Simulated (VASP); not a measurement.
Runs of VASP 6.6.1 on AlP. The structure is that of space group F-43m (No. 216), or close to it. The cells are those of the table. 

| cell | gap on the mesh (eV) | pressure (GPa) |
| --- | --- | --- |
| a = 3.820 Å, angles 60.0°, 2 atoms | 1.37 | 1.7 |
| a = 3.888 Å, angles 60.0°, 2 atoms | 1.48 | -2.9 |
| a = 3.955 Å, angles 60.0°, 2 atoms | 1.56 | -6.5 |
| a = 3.785 Å, angles 60.0°, 2 atoms | 1.32 | (b) |
| a = 3.749 Å, angles 60.0°, 2 atoms | 1.25 | 7.9 |
| a = 3.854 Å, angles 60.0°, 2 atoms | 1.43 | (a) |
| a = 3.922 Å, angles 60.0°, 2 atoms | 1.52 | -4.8 |

Alike in all rows: task single point; level LDA; potentials or basis VASP PAW LDA potentials, release 64 (Al, P); no spin polarisation; k mesh 6 × 6 × 6; cutoff (eV) 500; smearing gaussian 0.01 eV.

Fill in the values left out.

(a) -0.7; (b) 4.6.

A k mesh can miss the band edges.
